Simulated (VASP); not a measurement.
Ba3Mo:

```xyz
4
Lattice="7.0176 0.0000 0.0000 -3.5088 6.0775 0.0000 0.0000 0.0000 3.3772" Properties=species:S:1:pos:R:3 pbc="T T T"
Ba    3.5088    0.0000    0.0000
Ba   -1.7544    3.0387    0.0000
Ba    1.7544    3.0387    0.0000
Mo    0.0000    0.0000    0.0000
```

The cell was built from a structure type or drawn by symmetry, and may not be a known phase.

* Program: VASP 6.6.1
* Task: relaxation of cell and atoms
* Functional: PBE
* Potentials or basis: VASP PAW PBE potentials, release 64 (Ba_sv, Mo_sv)
* Cutoff: 600 eV
* k mesh: 3 × 3 × 6
* Occupations: gaussian, width 0.1 eV
* Spin: no spin polarisation

At the start: pressure 0.8 GPa; volume 36.01 Å³/atom.

Problem. How do energy, volume and symmetry change on relaxing?

Solution. Over 3 steps the energy falls by 6.2 meV/atom and the volume is 37.30 Å³/atom (+3.6 %); space group P6/mmm (No. 191, to 0.1 Å) before and after.

The path:
| step | energy change (eV) | largest force (eV/Å) | pressure (GPa) | volume (Å³) |
| --- | --- | --- | --- | --- |
| 1 | 0.0000 | 0.0000 | 0.84 | 144.04 |
| 2 | -0.0238 | 0.0000 | 0.20 | 148.01 |
| 3 | -0.0249 | 0.0000 | 0.03 | 149.21 |

Final structure:
```
CELL_PARAMETERS angstrom
7.15760 0.00000 0.00000
-3.57880 6.19866 0.00000
0.00000 0.00000 3.36306
ATOMIC_POSITIONS crystal
Ba 0.50000 0.00000 0.00000
Ba 0.00000 0.50000 0.00000
Ba 0.50000 0.50000 0.00000
Mo 0.00000 0.00000 0.00000
```
